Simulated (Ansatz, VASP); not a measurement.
**One calculation of Cu, two programs**

Contents of INCAR:

```
PREC = Accurate
ENCUT = 520
EDIFF = 1E-7
ISMEAR = -1
SIGMA = 0.1
LREAL = F
LASPH = T
NELM = 80
ALGO = Normal
ISIF = 2
LWAVE = F
LCHARG = F
GGA = PS
NBANDS = 42
```

Contents of KPOINTS:

```
regular mesh
0
Gamma
  12 12 1
```

POSCAR

```
Cu
1.0
    2.5036580000      0.0000000000      0.0000000000
   -1.2518290000      2.1682320000      0.0000000000
    0.0000000000      0.0000000000     24.5755890000
Cu
6
Direct
    0.0000000000      0.0000000000      0.3737640000
    0.6666666667      0.3333333333      0.2896140000
    0.3333333333      0.6666666667      0.4579910000
    0.0000000000      0.0000000000      0.6262360000
    0.6666666667      0.3333333333      0.5420090000
    0.3333333333      0.6666666667      0.7103860000
```

Input for Ansatz:

```yaml
crystal:
  lattice:
    - [2.503658, 0.0, 0.0]
    - [-1.251829, 2.168232, 0.0]
    - [0.0, 0.0, 24.575589]
  atoms:
    - { symbol: Cu, position: [0.0, 0.0, 0.373764] }
    - { symbol: Cu, position: [0.6666666666666666, 0.3333333333333333, 0.289614] }
    - { symbol: Cu, position: [0.3333333333333333, 0.6666666666666666, 0.457991] }
    - { symbol: Cu, position: [0.0, 0.0, 0.626236] }
    - { symbol: Cu, position: [0.6666666666666666, 0.3333333333333333, 0.542009] }
    - { symbol: Cu, position: [0.3333333333333333, 0.6666666666666666, 0.710386] }
kpoints:
  mp_grid:
    grid: [12, 12, 1]
hamiltonian:
  xc: pbesol
scf:
  occupations:
    method: fermi_dirac
    width: 0.1
output:
  forces: true
```

Alike in both runs: task single point; functional PBEsol; k mesh 12 × 12 × 1; occupations fermi-dirac, width 0.1 eV; no spin polarisation.

```csv
,VASP,Ansatz
version,VASP 6.6.1,Ansatz 0.2.0
potentials or method,"VASP PAW PBE potentials, release 64 (Cu)","plane waves, PAW"
plane-wave cutoff (eV),520,420
valence electrons in the cell,66,114
```

Ansatz gave:

| Property | Result |
| --- | --- |
| rms of the force components (eV/Å) | 0.030 |

Problem. Estimate VASP's values.

Solution. rms of the force components (eV/Å): 0.024.

VASP's potentials were made for PBE, not for PBEsol. Atom by atom the forces differ by 0.007 eV/Å (rms over components). The functional is the same, so the differences come from potentials, cutoffs and numerics. VASP's potentials hold 66 valence electrons a cell and Ansatz's 114, so a difference there can come from the potentials and not from the codes.
